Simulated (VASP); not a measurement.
Crystal: NaLa.

```xyz
2
Lattice="3.6063 0.0000 0.0000 -1.8031 3.1231 0.0000 0.0000 0.0000 6.4838" Properties=species:S:1:pos:R:3 pbc="T T T"
Na    0.0000    0.0000    0.0000
La    0.0000    2.0821    3.2419
```

Base run:

| Quantity | Value |
| --- | --- |
| Program | VASP 6.6.1 |
| Functional | r2SCAN |
| Potentials or basis | VASP PAW PBE potentials, release 64 (Na_pv, La) |
| Cutoff | 550 eV |
| k mesh | 6 × 6 × 3 |
| Occupations | fermi-dirac, width 0.1 eV |
| Spin | no spin polarisation |

Its results: band gap on the k mesh zero (band 9 reaches 4.47 eV, above the bottom of band 10 at 3.84 eV); pressure 0.4 GPa.

**Question.** The run is repeated on the same cell with these changes: k mesh from 6 × 6 × 3 to 4 × 4 × 2. What comes out?

**Answer.** Band gap on the k mesh zero (band 9 reaches 4.31 eV, above the bottom of band 10 at 4.14 eV); pressure -0.4 GPa.

Caveats: some runs use coarse meshes; the PAW data sets were made with another functional, which shifts forces and pressure a little; spin-orbit coupling is left out, which moves the levels of the heavy elements.
